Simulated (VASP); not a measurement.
The system is Os.

```xyz
2
Lattice="2.7701 0.0000 0.0000 -1.3850 2.3990 0.0000 0.0000 0.0000 4.3765" Properties=species:S:1:pos:R:3 pbc="T T T"
Os    1.3850    0.7997    3.2824
Os    0.0000    1.5993    1.0941
```

Program: VASP 6.6.1. Alike in all runs: task single point; potentials or basis VASP PAW PBE potentials, release 64 (Os); no spin polarisation; cell as given; k mesh 11 × 11 × 6; cutoff (eV) 520; smearing fermi-dirac 0.05 eV.

Task: Order these runs on this cell by their pressure, lowest first.
A. level BLYP+D4
B. level PBEsol+D3(BJ)
C. level PBE+D4
D. level RPBE
E. level r2SCAN+D3(BJ)

Result: B (-24.8 GPa), E (-17.1 GPa), C (-14.1 GPa), D (-3.4 GPa), A (-1.9 GPa).

Caveats: the PAW data sets were made with another functional, which shifts forces and pressure a little (some runs); pairwise dispersion overbinds metals, which lowers pressure and volume (some runs).
